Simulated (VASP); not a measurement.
# Ca2Se: single point with PBE

Ca2Se, a sheet with vacuum:

```
Ca Se
1.0
     4.01678    0.00000    0.00000
    -2.00839    3.47863    0.00000
     0.00000    0.00000   30.27911
Ca Se
2 1
Cartesian
  0.0000 2.3191 10.7947
  2.0084 1.1595 7.2053
  0.0000 0.0000 9.0000
```

The cell was generated, and may not be a known phase.

```json
{
 "Program": "VASP 6.6.1",
 "Task": "single point",
 "Functional": "PBE",
 "Potentials or basis": "VASP PAW PBE potentials, release 64 (Ca_sv, Se)",
 "Cutoff": "520 eV",
 "k mesh": "12 × 12 × 1",
 "Occupations": "gaussian, width 0.1 eV",
 "Spin": "no spin polarisation",
 "Dipole correction": "yes",
 "Further INCAR settings": "ALGO = Normal; EDIFF = 1e-07; NBANDS = 20"
}
```

The largest force is 0.009 eV/Å and the band gap on the k mesh is zero (bands 13 and 14 overlap by 1.08 eV).

Forces in eV/Å, atoms in the order of the input:
```
Ca   0.000  0.000  0.009
Ca   0.000  0.000 -0.009
Se   0.000  0.000  0.000
```

Levels at points of the mesh, in eV from the Fermi level:
```csv
k point,band 11,band 12,band 13,band 14,band 15,band 16
"(0.00, 0.00, 0.00)",-2.52,-2.52,-1.55,-0.23,1.23,1.94
"(0.50, 0.00, 0.00)",-3.83,-3.02,-0.08,0.79,0.85,1.70
```

Wall time 5 min on 1 thread of AMD EPYC 7R13 Processor (Zen 3), on a shared host, peak memory 0.56 GiB.
